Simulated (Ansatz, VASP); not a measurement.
# Si2O in VASP and in Ansatz

Contents of INCAR:

```
PREC     = Accurate       # precision mode
ENCUT    = 600            # plane-wave cutoff, eV
EDIFF    = 1E-6           # SCF threshold, eV
ISMEAR   = 0              # smearing method
SIGMA    = 0.1            # smearing width, eV
LREAL    = F              # projectors in reciprocal space
LASPH    = T              # aspherical terms in the spheres
NELM     = 80             # most SCF steps
ALGO     = Normal         # electronic algorithm
ISIF     = 3              # what is computed and relaxed
LWAVE    = F              # write WAVECAR
LCHARG   = F              # write CHGCAR
GGA      = PE             # functional
IBRION   = 2              # ionic algorithm
NSW      = 90             # ionic steps
EDIFFG   = -0.04          # ionic threshold
```

Contents of KPOINTS:

```
regular mesh
0
Gamma
  2 6 6
```

Contents of POSCAR:

```
Si2O
1.0
    8.0242144767      0.0000000000      0.0000000000
    0.0000000000      2.1312294462      2.4435521256
    0.0000000000     -2.1312294462      2.4435521256
Si O
4 2
Direct
    0.1250000000      0.3117798706      0.9721149737
    0.3750000000      0.3117798706      0.9721149737
    0.6250000000      0.9721149737      0.3117798706
    0.8750000000      0.9721149737      0.3117798706
    0.7500000000      0.1666666667      0.8333333333
    0.2500000000      0.8333333333      0.1666666667
```

Input for Ansatz:

```yaml
crystal:
  lattice:
    - [8.0242144767, 0.0, 0.0]
    - [0.0, 2.1312294462, 2.4435521256]
    - [0.0, -2.1312294462, 2.4435521256]
  atoms:
    - { symbol: Si, position: [0.125, 0.3117798706, 0.9721149737] }
    - { symbol: Si, position: [0.375, 0.3117798706, 0.9721149737] }
    - { symbol: Si, position: [0.625, 0.9721149737, 0.3117798706] }
    - { symbol: Si, position: [0.875, 0.9721149737, 0.3117798706] }
    - { symbol: O, position: [0.75, 0.1666666667, 0.8333333333] }
    - { symbol: O, position: [0.25, 0.8333333333, 0.1666666667] }
basis:
  ecutwfc: 420
kpoints:
  mp_grid: { grid: [2, 6, 6] }
hamiltonian:
  xc: pbe
scf:
  occupations: { method: gaussian, width: 0.1 }
  lower_state_search: "off"
output:
  forces: true
  stress: true
  eigenvalues: true
relax:
  adjacent_minimum: "off"
  f_tol: 0.04
  max_steps: 70
  cell: { stress_tol: 0.4 }
```

Alike in both runs: task relaxation of cell and atoms; functional PBE; k mesh 2 × 6 × 6; occupations gaussian, width 0.1 eV; no spin polarisation.

|  | VASP | Ansatz |
| --- | --- | --- |
| version | VASP 6.6.1 | Ansatz 0.2.0 |
| potentials or method | VASP PAW PBE potentials, release 64 (Si, O), cutoff 600 eV | scalar-relativistic, plane waves, PAW |
| valence electrons in the cell | 28 | 28 |

```tsv
	VASP	Ansatz	Ansatz less VASP
gap on the k mesh at the Fermi level, each at its own relaxed structure (eV)	none	none	-
relaxed volume (Å³/atom)	13.47	15.82	+2.348
relaxed cell length with the largest relative difference (Å)	11.330	7.940	-3.3895
```

A gap of «none» marks a metal or a gap that the smearing closes. One of these differences is far larger than is usual between the two programs; its cause wasn't traced.

The k mesh is coarse, so the values compare programs but aren't converged.
